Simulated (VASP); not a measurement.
# BN (Qingsongite) (F-43m) in VASP: a series of runs, part 3 of 3

VASP 6.6.1. Earlier steps stand in the parts before.

**4. Relaxation of cell and atoms, PBE**

This run uses another cell than the first one, of 5.91 Å³/atom, 1.018 times its volume.

INCAR

```
  ALGO = Normal
  EDIFF = 1E-7
  EDIFFG = -0.01
  ENCUT = 600
  GGA = PE
  GGA_COMPAT = False
  IBRION = 2
  ISIF = 3
  ISMEAR = 1
  LASPH = True
  LCHARG = False
  LREAL = False
  LWAVE = False
  NELM = 120
  NELMIN = 4
  NSW = 80
  PREC = Accurate
  SIGMA = 0.05
```

KPOINTS

```
k-points
0
Gamma
  10 10 10
```

POSCAR

```
BN
1.0
    0.0000000000      1.8075000000      1.8075000000
    1.8075000000      0.0000000000      1.8075000000
    1.8075000000      1.8075000000      0.0000000000
B N
1 1
Direct
    0.0000000000      0.0000000000      0.0000000000
    0.2500000000      0.2500000000      0.2500000000
```

Potentials or basis: VASP PAW PBE potentials, release 64 (B, N).

Launch:

```sh
cat potpaw_PBE.64/B/POTCAR potpaw_PBE.64/N/POTCAR > POTCAR
mpirun -np 1 vasp_std > vasp.out
```

OUTCAR:

```text
EDIFF = 1E-7
   EDIFFG = -0.01
   ENCUT = 600
   GGA = PE
   IBRION = 2
   ISIF = 3
   ISMEAR = 1
   LASPH = True
   LREAL = False
   NELM = 120
   NELMIN = 4
   NSW = 80
   PREC = Accurate

 ion  position               nearest neighbor table
   1  0.000  0.000  0.000-   2 1.57   2 1.57   2 1.57   2 1.57
   2  0.250  0.250  0.250-   1 1.57   1 1.57   1 1.57   1 1.57

  LATTYP: Found a face centered cubic cell.
 ALAT       =     3.6150000000

  Lattice vectors:

 A1 = (   0.0000000000,   1.8075000000,   1.8075000000)
 A2 = (   1.8075000000,   0.0000000000,   1.8075000000)
 A3 = (   1.8075000000,   1.8075000000,   0.0000000000)

Analysis of symmetry for initial positions (statically):
=====================================================================
 Subroutine PRICEL returns:
 Original cell was already a primitive cell.

 Routine SETGRP: Setting up the symmetry group for a
 face centered cubic supercell.

 Subroutine GETGRP returns: Found 24 space group operations
 (whereof 24 operations were pure point group operations)
 out of a pool of 48 trial point group operations.

The static configuration has the point symmetry T_d .

Analysis of symmetry for dynamics (positions and initial velocities):
=====================================================================
 Subroutine PRICEL returns:
 Original cell was already a primitive cell.

 Routine SETGRP: Setting up the symmetry group for a
 face centered cubic supercell.

 Subroutine GETGRP returns: Found 24 space group operations
 (whereof 24 operations were pure point group operations)
 out of a pool of 48 trial point group operations.

The dynamic configuration has the point symmetry T_d .

 Subroutine INISYM returns: Found 24 space group operations
 (whereof 24 operations are pure point group operations),
 and found     1 'primitive' translations

----------------------------------------------------------------------------------------

                                     Primitive cell

  volume of cell :      11.8104

  direct lattice vectors                    reciprocal lattice vectors
     0.000000000  1.807500000  1.807500000    -0.276625173  0.276625173  0.276625173
     1.807500000  0.000000000  1.807500000     0.276625173 -0.276625173  0.276625173
     1.807500000  1.807500000  0.000000000     0.276625173  0.276625173 -0.276625173

  length of vectors
     2.556191014  2.556191014  2.556191014     0.479128854  0.479128854  0.479128854

  position of ions in fractional coordinates (direct lattice)
     0.000000000  0.000000000  0.000000000
     0.250000000  0.250000000  0.250000000

  ion indices of the primitive-cell ions
   primitive index   ion index
                 1           1
                 2           2

----------------------------------------------------------------------------------------

 KPOINTS: k-points

Automatic generation of k-mesh.
 Grid dimensions read from file:
 generate k-points for:   10   10   10

 Generating k-lattice:

  Cartesian coordinates                     Fractional coordinates (reciprocal lattice)
[... 41 lines left out ...]
 [... further k-points ...]
   k-points           NKPTS =     47   k-points in BZ     NKDIM =     47   number of bands    NBANDS=      8
   number of dos      NEDOS =    301   number of ions     NIONS =      2
   total plane-waves  NPLWV =   8000
   dimension x,y,z NGX =    20 NGY =   20 NGZ =   20
   dimension x,y,z NGXF=    40 NGYF=   40 NGZF=   40
   ions per type =               1   1
   NGX,Y,Z   is equivalent  to a cutoff of  13.01, 13.01, 13.01 a.u.
   NGXF,Y,Z  is equivalent  to a cutoff of  26.01, 26.01, 26.01 a.u.
 SYSTEM =  unknown system
   PREC   = accura    normal or accurate (medium, high low for compatibility)
   ISTART =      0    job   : 0-new  1-cont  2-samecut
   ICHARG =      2    charge: 1-file 2-atom 10-const
   ISPIN  =      1    spin polarized calculation?
   LNONCOLLINEAR =      F non collinear calculations
   LSORBIT =      F    spin-orbit coupling
   LASPH  =      T    aspherical Exc in radial PAW
   ENCUT  =  600.0 eV  44.10 Ry    6.64 a.u.   5.11  5.11  5.11*2*pi/ulx,y,z
   NELM   =    120;   NELMIN=  4; NELMDL= -5     # of ELM steps
   EDIFF  = 0.1E-06   stopping-criterion for ELM
   LREAL  =      F    real-space projection
   EDIFFG = -.1E-01   stopping-criterion for IOM
   NSW    =     80    number of steps for IOM
   IBRION =      2    ionic relax: 0-MD 1-quasi-New 2-CG
   NFREE  =      1    steps in history (QN), initial steepest desc. (CG)
   ISIF   =      3    stress and relaxation
   ISYM   =      2    0-nonsym 1-usesym 2-fastsym
   POTIM  = 0.5000    time-step for ionic-motion
   TEBEG  =    0.0;   TEEND  =   0.0 temperature during run
   PSTRESS=    0.0 pullay stress
   NELECT =       8.0000    total number of electrons
   NUPDOWN=      -1.0000    fix difference up-down
   EMIN   =  10.00;   EMAX   =-10.00  energy-range for DOS
   EFERMI =   0.00;   METHOD = LEGACY
   ISMEAR =     1;   SIGMA  =   0.05  broadening in eV -4-tet -1-fermi 0-gaus
   EFERMI_NEDOS =   21; number of points for ismear=-14 and -15
   IALGO  =     38    algorithm
   IMIX   =      4    mixing-type and parameters
     AMIX     =   0.40;   BMIX     =  1.00
     AMIX_MAG =   1.60;   BMIX_MAG =  1.00
  volume/ion in A,a.u.               =       5.91        39.85
  Fermi-wavevector in a.u.,A,eV,Ry     =   1.437749  2.716952 28.124920  2.067123
  Thomas-Fermi vector in A             =   2.556793
   LORBIT       =      0    0 simple, 1 ext, 2 COOP (PROOUT), +10 PAW based schemes
   GGA     = PE    functional components
   LHFCALC =     F    Hartree Fock is set to
   AEXX    =    0.0000 exact exchange contribution
   IVDW    =     0    specifies the selected vdW correction
   LEPSILON=     F    determine dielectric tensor
   LRPA    =     F    only Hartree local field effects (RPA)
 conjugate gradient relaxation of ions
 non-spin polarized calculation
 Methfessel and Paxton  Order N= 1 SIGMA  =   0.05
  energy-cutoff  :      600.00
  volume of cell :       11.81
 maximum number of plane-waves:       411
   NGX = 11   NGY = 11   NGZ = 11

--------------------------------------- Ionic step        1  -------------------------------------------

 number of electron       7.9999999 magnetization

 Free energy of the ion-electron system (eV)
  ---------------------------------------------------
  ext. energy  EPLUGINS =         0.00000000
  ---------------------------------------------------
  free energy    TOTEN  =       -17.45340971 eV

  energy without entropy =      -17.45341840  energy(sigma->0) =      -17.45341261

------------------------ aborting loop because EDIFF is reached ----------------------------------------

  FORCE on cell =-STRESS in cart. coord.  units (eV):
  Direction    XX          YY          ZZ          XY          YZ          ZX
  --------------------------------------------------------------------------------------
  -------------------------------------------------------------------------------------
  Total        0.2217266      0.2217266      0.2217266     -0.0000000      0.0000000     -0.0000000
  in kB       30.0790056     30.0790056     30.0790056     -0.0000000      0.0000000     -0.0000000
  external PRESSURE =      30.0790056 kB  Pullay stress =       0.0000000 kB
[... 59 lines left out ...]
--------------------------------------- Ionic step        3  -------------------------------------------

 number of electron       7.9999999 magnetization

 Free energy of the ion-electron system (eV)
  ---------------------------------------------------
  ext. energy  EPLUGINS =         0.00000000
  ---------------------------------------------------
  free energy    TOTEN  =       -17.45428501 eV

  energy without entropy =      -17.45429371  energy(sigma->0) =      -17.45428791

 E-fermi :   7.3471     XC(G=0): -12.7830

 val. band max:        7.3050229144   @ k =   0.0000   0.0000   0.0000
 cond. band min:      11.7562599980   @ k =   0.5000   0.5000   0.0000
 fundamental gap:      4.4512370835
 Fermi energy:         7.3471167010

 k-point     1 :       0.0000    0.0000    0.0000
  band No.  band energies     occupation
      1     -12.8357      2.00000
      2       7.3050      2.00000
      3       7.3050      2.00000
      4       7.3050      2.00000
      5      16.0871      0.00000
      6      16.0871      0.00000
      7      16.0871      0.00000
      8      17.5264      0.00000
[... 243 lines left out ...]
 k-point    24 :       0.4000    0.3000    0.0000
  band No.  band energies     occupation
      1      -9.0906      2.00000
      2       0.5594      2.00000
      3       2.8281      2.00000
      4       3.2656      2.00000
      5      13.3821      0.00000
      6      17.8905      0.00000
      7      22.6805      0.00000
      8      22.7843      0.00000

 [... further k-points ...]
[... 5 lines left out ...]
  --------------------------------------------------------------------------------------
  -------------------------------------------------------------------------------------
  Total        0.0008646      0.0008646      0.0008646      0.0000000      0.0000000     -0.0000000
  in kB        0.1163602      0.1163602      0.1163602      0.0000000      0.0000000     -0.0000000
  external PRESSURE =       0.1163602 kB  Pullay stress =       0.0000000 kB
[... 17 lines left out ...]
  FREE ENERGIE OF THE ION-ELECTRON SYSTEM (eV)
  ---------------------------------------------------
  free  energy   TOTEN  =       -17.4542850083 eV

  energy  without entropy=      -17.4542937052  energy(sigma->0) =      -17.45428791

 reached required accuracy - stopping structural energy minimisation
```

OSZICAR:

```text
N       E                     dE             d eps       ncg     rms          rms(c)
DAV:   1     0.128062178106E+02    0.12806E+02   -0.58515E+03   792   0.113E+03
DAV:   2    -0.181833681689E+02   -0.30990E+02   -0.29374E+02  1088   0.200E+02
DAV:   3    -0.184189876901E+02   -0.23562E+00   -0.23563E+00   880   0.201E+01
DAV:   4    -0.184191711493E+02   -0.18346E-03   -0.18346E-03  1000   0.553E-01
[... 20 lines left out ...]
DAV:   1    -0.174553636358E+02   -0.19782E-02   -0.34280E-02   800   0.191E+00    0.239E-01
DAV:   2    -0.174543459056E+02    0.10177E-02   -0.47857E-03   896   0.554E-01    0.643E-02
DAV:   3    -0.174542999641E+02    0.45942E-04   -0.12205E-04   864   0.116E-01    0.267E-02
DAV:   4    -0.174542850222E+02    0.14942E-04   -0.21182E-05   864   0.425E-02    0.715E-03
DAV:   5    -0.174542850083E+02    0.13858E-07   -0.74328E-07   888   0.752E-03
   3 F= -.17454285E+02 E0= -.17454288E+02  d E =-.875302E-03
```

CONTCAR:

```text
BN
   1.00000000000000
     0.0000000000000000    1.8122856151417168    1.8122856151417168
     1.8122856151417168    0.0000000000000000    1.8122856151417168
     1.8122856151417168    1.8122856151417168    0.0000000000000000
  B               N
     1     1
Direct
     0.0000000000000000    0.0000000000000000    0.0000000000000000
     0.2500000000000000    0.2500000000000000    0.2500000000000000

  0.00000000E+00  0.00000000E+00  0.00000000E+00
  0.00000000E+00  0.00000000E+00  0.00000000E+00
```

Wall time 5.5 s (1 thread of Intel Xeon 6975P-C (Granite Rapids), shared host); peak memory 0.12 GiB.

What came out:

| Property | Result |
| --- | --- |
| Free energy | -17.4543 eV |
| Relaxed volume | 5.95 Å³/atom |
| Relaxed cell | a = 2.563 Å, b = 2.563 Å, c = 2.563 Å, α = 60.00°, β = 60.00°, γ = 60.00° |
| Space group after relaxing (to 0.05 Å) | F-43m (No. 216) |
| Energy gained by relaxing | 0.4 meV/atom |
| Ionic steps | 3 |
| Pressure after relaxing | 0.0 GPa |
| Band gap on the k mesh | 4.45 eV, indirect (least direct gap 8.78 eV) |

The path:
```tsv
step	energy change (eV)	largest force (eV/Å)	pressure (GPa)	volume (Å³)
1	0.0000	0.0000	3.01	11.81
2	0.0000	0.0000	-2.96	12.00
3	-0.0009	0.0000	0.01	11.90
```

Final structure:
```
B N
1.0
     0.00000    1.81229    1.81229
     1.81229    0.00000    1.81229
     1.81229    1.81229    0.00000
B N
1 1
Direct
  0.00000 0.00000 0.00000
  0.25000 0.25000 0.25000
```

A k mesh can miss the band edges. PBE usually gives volumes a little too large and moduli too small.

**5. Relaxation of cell and atoms, PBE, target pressure 2 GPa, at which the enthalpy is minimised**

This run uses another cell than the first one, of 5.91 Å³/atom, 1.018 times its volume.

INCAR

```
PREC = Accurate
ENCUT = 600
EDIFF = 1E-7
ISMEAR = 1
SIGMA = 0.05
LREAL = False
LASPH = True
NELM = 120
ALGO = Normal
ISIF = 3
LWAVE = False
LCHARG = False
GGA = PE
IBRION = 2
NSW = 80
EDIFFG = -0.01
PSTRESS = 20.0
GGA_COMPAT = False
NELMIN = 4
```

KPOINTS

```
Automatic mesh
0
Gamma
  10 10 10
```

POSCAR is that of step 4.

Launch:

```sh
cat potpaw_PBE.64/B/POTCAR potpaw_PBE.64/N/POTCAR > POTCAR
mpirun -np 1 vasp_std > vasp.out
```

Wall time 5.4 s (1 thread of Intel Xeon 6975P-C (Granite Rapids), shared host); peak memory 0.11 GiB.

Results (log left out):

- Free energy: -17.4539 eV
- Relaxed volume: 5.92 Å³/atom
- Relaxed cell: a = 2.558 Å, b = 2.558 Å, c = 2.558 Å, α = 60.00°, β = 60.00°, γ = 60.00°
- Space group after relaxing (to 0.05 Å): F-43m (No. 216)
- Energy change on relaxing (the enthalpy is what falls): -0.2 meV/atom
- Ionic steps: 3
- Pressure after relaxing: 2.0 GPa
- Band gap on the k mesh: 4.46 eV, indirect (least direct gap 8.81 eV)

Step by step:
```csv
step,energy change (eV),largest force (eV/Å),pressure (GPa),volume (Å³)
1,0.0000,0.0000,3.01,11.81
2,-0.0008,0.0000,0.96,11.87
3,-0.0005,0.0000,2.01,11.84
```

Final structure:
```
B N
1.0
     0.00000    1.80908    1.80908
     1.80908    0.00000    1.80908
     1.80908    1.80908    0.00000
B N
1 1
Direct
  0.00000 0.00000 0.00000
  0.25000 0.25000 0.25000
```

Levels at points of the mesh, in eV from the valence-band top:
```csv
k point,band 2,band 3,band 4,band 5,band 6,band 7
"(0.00, 0.00, 0.00)",0.00,0.00,0.00,8.81,8.81,8.81
"(0.50, 0.00, 0.00)",-10.67,-1.94,-1.94,10.11,10.69,10.69
"(0.50, 0.50, 0.00)",-8.90,-4.89,-4.89,4.46,9.22,17.88
```

Caveat: the cell is relaxed towards a set pressure, so the enthalpy falls and the energy may rise. As with any semilocal functional, this PBE gap is likely too small.

**6. The runs side by side**

```tsv
task	cell	gap on the mesh (eV)	pressure (GPa)
single point	a = 2.541 Å, angles 60.0°, 2 atoms	4.48	10.0
relaxation of cell and atoms	relaxed to -2 GPa from a = 2.556 Å, angles 60.0°, 2 atoms	4.45	-2.0
relaxation of cell and atoms	relaxed from a = 2.556 Å, angles 60.0°, 2 atoms	4.45	0.0
relaxation of cell and atoms	relaxed to 2 GPa from a = 2.556 Å, angles 60.0°, 2 atoms	4.46	2.0
```

Alike in all rows: level PBE; potentials or basis VASP PAW PBE potentials, release 64 (B, N); no spin polarisation; k mesh 10 × 10 × 10; cutoff (eV) 600; smearing methfessel-paxton 0.05 eV.

Caveats: the cell is relaxed towards a set pressure, so the enthalpy falls and the energy may rise (some runs).

Absolute energies hang on the potentials; compare differences alone.
